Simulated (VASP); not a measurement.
Write the native input for VASP 6.6.1 that does the following.

```
Task                   : single point
Functional             : PBEsol
Potentials or basis    : VASP PAW PBE potentials, release 64 (Li_sv)
Cutoff                 : 520 eV
k mesh                 : 10 × 10 × 10
Occupations            : fermi-dirac, width 0.05 eV
Spin                   : no spin polarisation
Dipole correction      : no
Further INCAR settings : ALGO = Normal; EDIFF = 1e-06; NBANDS = 8
```

The structure of Li lies in POSCAR:

```
Li
1.0
    0.0000000000      2.1603070032      2.1603070032
    2.1603070032      0.0000000000      2.1603070032
    2.1603070032      2.1603070032      0.0000000000
Li
1
Direct
    0.0000000000      0.0000000000      0.0000000000
```

This isn't the form of Li at room conditions, which is bcc.

These files were run (other wordings do the same):

INCAR

```
SYSTEM = Li
ALGO = Normal
EDIFF = 1E-6
ENCUT = 520
GGA = PS
ISIF = 2
ISMEAR = -1
LASPH = .TRUE.
LCHARG = .FALSE.
LREAL = .FALSE.
LWAVE = .FALSE.
NBANDS = 8
NELM = 80
PREC = Accurate
SIGMA = 0.05
```

KPOINTS

```
k-points
0
G
  10 10 10
  0 0 0
```

Potentials or basis: VASP PAW PBE potentials, release 64 (Li_sv).

Run with:

```console
$ cat potpaw_PBE.64/Li_sv/POTCAR > POTCAR
$ mpirun -np 1 vasp_std > vasp.out
```

Results of the run:

| Item | Value |
| --- | --- |
| Band gap on the k mesh | zero (an odd number of electrons rules out a gap without spin polarisation) |

Run time: 3 s on 1 thread of Intel(R) Xeon(R) Platinum 8375C CPU @ 2.90GHz (Ice Lake), with other jobs on the host, peak memory 0.13 GiB.
